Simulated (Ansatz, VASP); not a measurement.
## CO2: VASP beside Ansatz

```
C O
1.0
    -1.95481    1.95481    2.90264
     1.95481   -1.95481    2.90264
     1.95481    1.95481   -2.90264
C O
2 4
Direct
  0.00000 0.00000 0.00000
  0.75000 0.25000 0.50000
  0.37500 0.29430 0.41930
  0.70570 0.12500 0.08070
  0.87500 0.95570 0.58070
  0.04430 0.62500 0.91930
```

Change from the starting cell: uniaxial_z strain -2.2%.

Alike in both runs: task single point; functional PBE; k mesh 10 × 10 × 10; occupations fermi-dirac, width 0.02 eV; no spin polarisation.

|  | VASP | Ansatz |
| --- | --- | --- |
| version | VASP 6.6.1 | Ansatz 0.2.0 |
| potentials or method | VASP PAW PBE potentials, release 64 (C_h, O_h) | plane waves, PAW |
| plane-wave cutoff (eV) | 1340 | 420 |
| valence electrons in the cell | 32 | 32 |

```csv
,VASP,Ansatz,Ansatz less VASP
gap on the k mesh at the Fermi level (eV),7.78,7.79,+0.013
pressure (GPa),12.0,12.3,+0.36
"traceless stress, the component that is largest in VASP (GPa)",2.27,2.34,+0.066
rms of the force components (eV/Å),0.130,0.128,-0.0018
```

Atom by atom the forces differ by 0.002 eV/Å (rms over components). With one functional, cell and mesh, what is left measures potentials, basis and numerics.
